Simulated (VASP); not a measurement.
# TiO2 (P1) in VASP: a series of runs, part 2 of 2

VASP 6.6.1.

### Step 4. Single point, PBE

The input, INCAR:

```
PREC = Accurate ; ENCUT = 520
EDIFF = 1E-7 ; ISMEAR = 0
SIGMA = 0.02 ; LREAL = False
LASPH = True ; NELM = 60
ALGO = Normal ; ISIF = 2
LWAVE = False ; LCHARG = False
GGA = PE ; NBANDS = 33
```

The input, KPOINTS:

```
Automatic mesh
0
Gamma
  6 6 4
```

The input, POSCAR:

```
TiO2
1.0
    2.6805548658     -2.7284128728     -0.0617389515
    2.6752617647      2.7231209861     -0.0543959535
   -2.7090875630      0.0090815493      4.8052823094
Ti O
2 4
Direct
    0.1219484995      0.8575515384      0.2362471605
    0.8755807488      0.1482181876      0.7558577591
    0.3540058329      0.0989456189      0.6738295210
    0.6731971283      0.9418963086      0.3216654504
    0.9681807552      0.6826863602      0.8467382601
    0.0640405078      0.3491038293      0.1745947979
```

Potentials or basis: VASP PAW PBE potentials, release 64 (Ti_sv, O).

Launch:

```console
> cat potpaw_PBE.64/Ti_sv/POTCAR potpaw_PBE.64/O/POTCAR > POTCAR
> mpirun -np 1 vasp_std > vasp.out
```

OUTCAR:

```text
PREC = Accurate
   ENCUT = 520
   EDIFF = 1E-7
   ISMEAR = 0
   LREAL = False
   LASPH = True
   NELM = 60
   ISIF = 2
   GGA = PE

 ion  position               nearest neighbor table
   1  0.122  0.858  0.236-   6 1.84   5 1.86   4 1.94   4 1.98   6 2.02   3 2.08   2 2.87
   2  0.876  0.148  0.756-   3 1.87   5 1.91   6 1.99   5 2.02   3 2.03   4 2.06   1 2.87
   3  0.354  0.099  0.674-   2 1.87   2 2.03   1 2.08
   4  0.673  0.942  0.322-   1 1.94   1 1.98   2 2.06
   5  0.968  0.683  0.847-   1 1.86   2 1.91   2 2.02
   6  0.064  0.349  0.175-   1 1.84   2 1.99   1 2.02

  LATTYP: Found a triclinic cell.
 ALAT       =     3.8253657199
 B/A-ratio  =     1.4251033164
 C/A-ratio  =     2.4094441646
 COS(alpha) =     0.0003376943
 COS(beta)  =     0.6005099283
 COS(gamma) =     0.7139434816

  Lattice vectors:

 A1 = (  -2.6805548658,   2.7284128728,   0.0617389515)
 A2 = (  -0.0052931011,   5.4515338589,   0.0073429980)
 A3 = (  -8.0025456980,   0.0015022241,  -4.5730124994)

Analysis of symmetry for initial positions (statically):
=====================================================================
 Subroutine PRICEL returns:
 Original cell was already a primitive cell.

 Routine SETGRP: Setting up the symmetry group for a
 triclinic supercell.

 Subroutine GETGRP returns: Found  1 space group operations
 (whereof  1 operations were pure point group operations)
 out of a pool of  2 trial point group operations.

The static configuration has the point symmetry C_1 .

Analysis of symmetry for dynamics (positions and initial velocities):
=====================================================================
 Subroutine PRICEL returns:
 Original cell was already a primitive cell.

 Routine SETGRP: Setting up the symmetry group for a
 triclinic supercell.

 Subroutine GETGRP returns: Found  1 space group operations
 (whereof  1 operations were pure point group operations)
 out of a pool of  2 trial point group operations.

[... 124 lines left out ...]
   EFERMI_NEDOS =   21; number of points for ismear=-14 and -15
   IALGO  =     38    algorithm
   IMIX   =      4    mixing-type and parameters
     AMIX     =   0.40;   BMIX     =  1.00
     AMIX_MAG =   1.60;   BMIX_MAG =  1.00
  volume/ion in A,a.u.               =      11.55        77.94
  Fermi-wavevector in a.u.,A,eV,Ry     =   1.448522  2.737310 28.547970  2.098217
  Thomas-Fermi vector in A             =   2.566353
   LORBIT       =      0    0 simple, 1 ext, 2 COOP (PROOUT), +10 PAW based schemes
   GGA     = PE    functional components
   LHFCALC =     F    Hartree Fock is set to
   AEXX    =    0.0000 exact exchange contribution
   IVDW    =     0    specifies the selected vdW correction
   LEPSILON=     F    determine dielectric tensor
   LRPA    =     F    only Hartree local field effects (RPA)
 non-spin polarized calculation
 Gauss-broadening in eV      SIGMA  =   0.02
  energy-cutoff  :      520.00
  volume of cell :       69.29
 maximum number of plane-waves:      1885
   NGX = 15   NGY = 15   NGZ = 21

 number of electron      47.9999998 magnetization

 Free energy of the ion-electron system (eV)
  ---------------------------------------------------
  ext. energy  EPLUGINS =         0.00000000
  ---------------------------------------------------
  free energy    TOTEN  =       -53.63601747 eV

  energy without entropy =      -53.63601747  energy(sigma->0) =      -53.63601747

 E-fermi :   3.5789     XC(G=0): -10.6565

 val. band max:        3.3754439502   @ k =   0.5000   0.5000   0.0000
 cond. band min:       5.5613530111   @ k =   0.0000   0.0000   0.0000
 fundamental gap:      2.1859090609
 Fermi energy:         3.5788779874

 k-point     1 :       0.0000    0.0000    0.0000
  band No.  band energies     occupation
      1     -53.2916      2.00000
      2     -52.9876      2.00000
      3     -29.6915      2.00000
      4     -29.5312      2.00000
      5     -29.4756      2.00000
      6     -29.2595      2.00000
[... 853 lines left out ...]
     32       9.0393      0.00000
     33       9.5192      0.00000

 [... further k-points ...]
[... 5 lines left out ...]
  --------------------------------------------------------------------------------------
  -------------------------------------------------------------------------------------
  Total        1.2079112      0.4406341      1.8912601      2.3412727      0.4310100      1.0455388
  in kB       27.9289965     10.1882235     43.7292052     54.1342744      9.9656964     24.1746654
  external PRESSURE =      27.2821418 kB  Pullay stress =       0.0000000 kB

 VOLUME and BASIS-vectors are now :
 -----------------------------------------------------------------------------
  energy-cutoff  :      520.00
  volume of cell :       69.29
      direct lattice vectors                 reciprocal lattice vectors
     2.680554866 -2.728412873 -0.061738951     0.188847823 -0.183395127  0.106813870
     2.675261765  2.723120986 -0.054395953     0.189199580  0.183475106  0.106318830
    -2.709087563  0.009081549  4.805282309     0.004568089 -0.000279342  0.210680211

 POSITION                                       TOTAL-FORCE (eV/Angst)
 -----------------------------------------------------------------------------------
      1.98105      2.00464      1.08106         0.484842      0.340607      1.739031
      0.69588     -1.97847      3.56999        -0.152764     -0.250248     -0.921187
     -0.61183     -0.69031      3.21070         0.080099     -0.268252     -0.050731
      3.45294      0.73106      1.45290        -0.566794      0.138424      0.825618
      2.12774     -0.77487      3.97191        -0.027885      0.228638     -1.195173
      0.63262      0.77751      0.81603         0.182502     -0.189169     -0.397558
 -----------------------------------------------------------------------------------
    total drift:                                0.000362     -0.000093      0.000004

  FREE ENERGIE OF THE ION-ELECTRON SYSTEM (eV)
  ---------------------------------------------------
  free  energy   TOTEN  =       -53.6360174702 eV

  energy  without entropy=      -53.6360174702  energy(sigma->0) =      -53.63601747
```

OSZICAR:

```text
N       E                     dE             d eps       ncg     rms          rms(c)
DAV:   1     0.669637712625E+03    0.66964E+03   -0.24524E+04  5016   0.170E+03
DAV:   2     0.330144538924E+02   -0.63662E+03   -0.59099E+03  5532   0.514E+02
[... 12 lines left out ...]
DAV:  15    -0.536360227992E+02   -0.71511E-05   -0.18647E-05  6701   0.358E-02    0.209E-02
DAV:  16    -0.536360165634E+02    0.62358E-05   -0.20440E-05  7013   0.370E-02    0.338E-03
DAV:  17    -0.536360172333E+02   -0.66993E-06   -0.18822E-06  5759   0.965E-03    0.141E-03
DAV:  18    -0.536360173691E+02   -0.13574E-06   -0.13786E-07  4155   0.420E-03    0.914E-04
DAV:  19    -0.536360174788E+02   -0.10974E-06   -0.97369E-08  2924   0.347E-03    0.626E-04
DAV:  20    -0.536360174702E+02    0.86311E-08   -0.16186E-08  2751   0.128E-03
   1 F= -.53636017E+02 E0= -.53636017E+02  d E =-.100176E-48
```

stdout:

```text
POSCAR found type information on POSCAR TiO
 POSCAR found :  2 types and       6 ions
 scaLAPACK will be used
 LDA part: xc-table for (Slater+PW92), standard interpolation
 POSCAR, INCAR and KPOINTS ok, starting setup
 FFT: planning ... GRIDC
 FFT: planning ... GRID_SOFT
 FFT: planning ... GRID
 WAVECAR not read
 entering main loop
```

It took 2.3 min on 1 thread of AMD EPYC 9R45 (Zen 5), shared host; peak memory 0.23 GiB.

What came out:

* Free energy: -53.6360 eV
* Pressure: 2.7 GPa
* Largest force: 1.837 eV/Å
* Band gap on the k mesh: 2.19 eV (least direct gap 2.60 eV)

Forces on the atoms (eV/Å):
```
Ti   0.485  0.341  1.739
Ti  -0.153 -0.250 -0.921
O    0.080 -0.268 -0.051
O   -0.567  0.138  0.826
O   -0.028  0.229 -1.195
O    0.183 -0.189 -0.398
```

Caveat: forces of over 1 eV/Å act on the atoms, so gaps and moduli don't describe the material at rest.

### Step 5. Single point, PBE (atoms moved at random and the cell strained at random)

The input, INCAR:

```
SYSTEM = TiO2
PREC = Accurate
ENCUT = 520
EDIFF = 1E-6
ISMEAR = 0
SIGMA = 0.02
LREAL = .False.
LASPH = .True.
NELM = 60
ALGO = Normal
ISIF = 2
LWAVE = .False.
LCHARG = .True.
GGA = PE
LELF = .True.
LVHAR = .True.
NBANDS = 33
```

The input, KPOINTS:

```
Automatic mesh
0
Gamma
  6 6 6
  0 0 0
```

POSCAR is that of step 4.

Potentials or basis: VASP PAW PBE potentials, release 64 (Ti_sv, O).

Launch:

```console
> cat potpaw_PBE.64/Ti_sv/POTCAR potpaw_PBE.64/O/POTCAR > POTCAR
> mpirun -np 1 vasp_std > vasp.out
```

OUTCAR:

```text
SYSTEM = TiO2
   PREC = Accurate
   ENCUT = 520
   EDIFF = 1E-6
   ISMEAR = 0
   LREAL = .False.
   LASPH = .True.
   NELM = 60
   ISIF = 2
   GGA = PE

 ion  position               nearest neighbor table
   1  0.122  0.858  0.236-   6 1.84   5 1.86   4 1.94   4 1.98   6 2.02   3 2.08   2 2.87
   2  0.876  0.148  0.756-   3 1.87   5 1.91   6 1.99   5 2.02   3 2.03   4 2.06   1 2.87
   3  0.354  0.099  0.674-   2 1.87   2 2.03   1 2.08
   4  0.673  0.942  0.322-   1 1.94   1 1.98   2 2.06
   5  0.968  0.683  0.847-   1 1.86   2 1.91   2 2.02
   6  0.064  0.349  0.175-   1 1.84   2 1.99   1 2.02

[... 1074 lines left out ...]
  -------------------------------------------------------------------------------------
  Total        1.2157580      0.4483573      1.8990351      2.3417829      0.4310104      1.0452677
  in kB       28.1104293     10.3667966     43.9089765     54.1460723      9.9657054     24.1683983
  external PRESSURE =      27.4620675 kB  Pullay stress =       0.0000000 kB

 VOLUME and BASIS-vectors are now :
 -----------------------------------------------------------------------------
  energy-cutoff  :      520.00
  volume of cell :       69.29
      direct lattice vectors                 reciprocal lattice vectors
     2.680554866 -2.728412873 -0.061738951     0.188847823 -0.183395127  0.106813870
     2.675261765  2.723120986 -0.054395953     0.189199580  0.183475106  0.106318830
    -2.709087563  0.009081549  4.805282309     0.004568089 -0.000279342  0.210680211

 POSITION                                       TOTAL-FORCE (eV/Angst)
 -----------------------------------------------------------------------------------
      1.98105      2.00464      1.08106         0.484674      0.340440      1.738823
      0.69588     -1.97847      3.56999        -0.152711     -0.250098     -0.921003
     -0.61183     -0.69031      3.21070         0.080138     -0.268185     -0.050785
      3.45294      0.73106      1.45290        -0.566719      0.138422      0.825600
      2.12774     -0.77487      3.97191        -0.027891      0.228631     -1.195030
      0.63262      0.77751      0.81603         0.182509     -0.189210     -0.397604
 -----------------------------------------------------------------------------------
    total drift:                               -0.000051     -0.000226      0.000130

  FREE ENERGIE OF THE ION-ELECTRON SYSTEM (eV)
  ---------------------------------------------------
  free  energy   TOTEN  =       -53.6360211895 eV

  energy  without entropy=      -53.6360211895  energy(sigma->0) =      -53.63602119
```

It took 3.1 min on 1 thread of AMD EPYC 9R45 (Zen 5), shared host; peak memory 0.28 GiB.

Results:

- Free energy: -53.6360 eV
- Pressure: 2.7 GPa
- Largest force: 1.837 eV/Å
- Band gap on the k mesh: 2.19 eV (least direct gap 2.60 eV)

Forces in eV/Å, atoms in the order of the input:
```
Ti   0.485  0.340  1.739
Ti  -0.153 -0.250 -0.921
O    0.080 -0.268 -0.051
O   -0.567  0.138  0.826
O   -0.028  0.229 -1.195
O    0.183 -0.189 -0.398
```

Stress tensor (GPa, compression positive):
```
2.81 5.41 2.42
5.41 1.04 1.00
2.42 1.00 4.39
```

Caveat: the cell differs from its parent crystal (atoms moved at random and the cell strained at random); forces of over 1 eV/Å act on the atoms, so gaps and moduli don't describe the material at rest.

### Step 6. Single point, PBE

The input, INCAR:

```
  PREC = Accurate
  ENCUT = 520
  EDIFF = 1E-6
  ISMEAR = 0
  SIGMA = 0.02
  LREAL = F
  LASPH = T
  NELM = 60
  ALGO = Normal
  ISIF = 2
  LWAVE = F
  LCHARG = F
  GGA = PE
  NBANDS = 33
```

The input, KPOINTS:

```
regular mesh
0
Gamma
  6 6 6
```

POSCAR is that of step 5.

Potentials or basis: VASP PAW PBE potentials, release 64 (Ti_sv, O).

Launch:

```console
> cat potpaw_PBE.64/Ti_sv/POTCAR potpaw_PBE.64/O/POTCAR > POTCAR
> mpirun -np 1 vasp_std > vasp.out
```

Run time: 3.1 min. Hardware: 1 thread of AMD EPYC 9R45 (Zen 5), shared host; peak memory 0.28 GiB.

It converged, with:

```yaml
Free_energy: -53.6360 eV
Pressure: 2.7 GPa
Largest_force: 1.837 eV/Å
Band_gap_on_the_k_mesh: 2.19 eV (least direct gap 2.60 eV)
```

Forces in eV/Å, atoms in the order of the input:
```
Ti   0.485  0.340  1.739
Ti  -0.153 -0.250 -0.921
O    0.080 -0.268 -0.051
O   -0.567  0.138  0.826
O   -0.028  0.229 -1.195
O    0.183 -0.189 -0.398
```

Stress tensor (GPa, compression positive):
```
2.81 5.41 2.42
5.41 1.04 1.00
2.42 1.00 4.39
```

Levels at points of the mesh, in eV from the valence-band top:
| k point | band 20 | band 21 | band 22 | band 23 | band 24 | band 25 | band 26 | band 27 | band 28 | band 29 |
| --- | --- | --- | --- | --- | --- | --- | --- | --- | --- | --- |
| (0.00, 0.00, 0.00) | -1.03 | -0.97 | -0.85 | -0.79 | -0.45 | 2.19 | 2.75 | 3.62 | 3.63 | 3.74 |
| (0.50, 0.00, 0.00) | -1.89 | -1.70 | -1.29 | -0.99 | -0.74 | 2.95 | 3.20 | 3.36 | 3.59 | 4.03 |
| (0.00, 0.50, 0.00) | -2.10 | -1.97 | -0.96 | -0.86 | -0.63 | 2.92 | 3.11 | 3.25 | 3.82 | 4.06 |
| (0.50, 0.50, 0.00) | -2.70 | -2.15 | -1.93 | -0.30 | 0.00 | 2.93 | 3.37 | 3.62 | 3.85 | 4.45 |
| (0.00, 0.00, 0.50) | -1.63 | -1.31 | -1.15 | -0.52 | -0.33 | 2.29 | 2.63 | 3.52 | 3.60 | 3.88 |
| (0.50, 0.00, 0.50) | -2.12 | -1.81 | -1.28 | -1.00 | -0.80 | 2.97 | 3.39 | 3.53 | 3.73 | 4.05 |
| (0.00, 0.50, 0.50) | -2.29 | -1.67 | -0.93 | -0.89 | -0.76 | 2.84 | 3.17 | 3.50 | 3.66 | 4.15 |
| (0.50, 0.50, 0.50) | -2.71 | -2.19 | -1.88 | -0.27 | 0.00 | 3.00 | 3.36 | 3.46 | 3.93 | 4.48 |

Caveat: forces of over 1 eV/Å act on the atoms, so gaps and moduli don't describe the material at rest. A k mesh can miss the band edges.

### Step 7. Overview

| k mesh | gap on the mesh (eV) | pressure (GPa) | largest force (eV/Å) |
| --- | --- | --- | --- |
| 4 × 4 × 2 | 2.18 | 2.8 | 1.85 |
| 4 × 4 × 4 | 2.19 | 2.7 | 1.85 |
| 6 × 6 × 4 | 2.19 | 2.7 | 1.84 |
| 6 × 6 × 6 | 2.19 | 2.7 | 1.84 |

Alike in all rows: task single point; level PBE; potentials or basis VASP PAW PBE potentials, release 64 (Ti_sv, O); no spin polarisation; cell as given; cutoff (eV) 520; smearing gaussian 0.02 eV.

Caveats: some runs use coarse meshes; forces of over 1 eV/Å act on the atoms, so gaps and moduli don't describe the material at rest.

Total energies depend on the potentials used, so only differences within one code and one set of settings carry meaning.
